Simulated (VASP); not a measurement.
Input of a VASP 6.6.1 run:

File INCAR:

```
SYSTEM = Cd
  PREC = Accurate
  ENCUT = 520
  EDIFF = 1E-6
  ISMEAR = -1
  SIGMA = 0.1
  LREAL = .False.
  LASPH = .True.
  NELM = 60
  ALGO = Normal
  ISIF = 2
  LWAVE = .False.
  LCHARG = .False.
  GGA = PE
  NBANDS = 12
```

File KPOINTS:

```
Automatic mesh
0
Gamma
  20 20 20
  0 0 0
```

POSCAR

```
Cd
1.0
    0.0000000000      2.3404428367      2.3404428367
    2.3404428367      0.0000000000      2.3404428367
    2.3404428367      2.3404428367      0.0000000000
Cd
1
Direct
    0.0000000000      0.0000000000      0.0000000000
```

Potentials or basis: VASP PAW PBE potentials, release 64 (Cd).

Launch:

```bash
$ cat potpaw_PBE.64/Cd/POTCAR > POTCAR
$ mpirun -np 1 vasp_std > vasp.out
```

(1) Estimate the pressure.

(2) Predict the band gap on the k mesh.

Answers

(1) -3.3 GPa.

(2) zero (band 6 reaches 3.16 eV, above the bottom of band 7 at 0.24 eV).
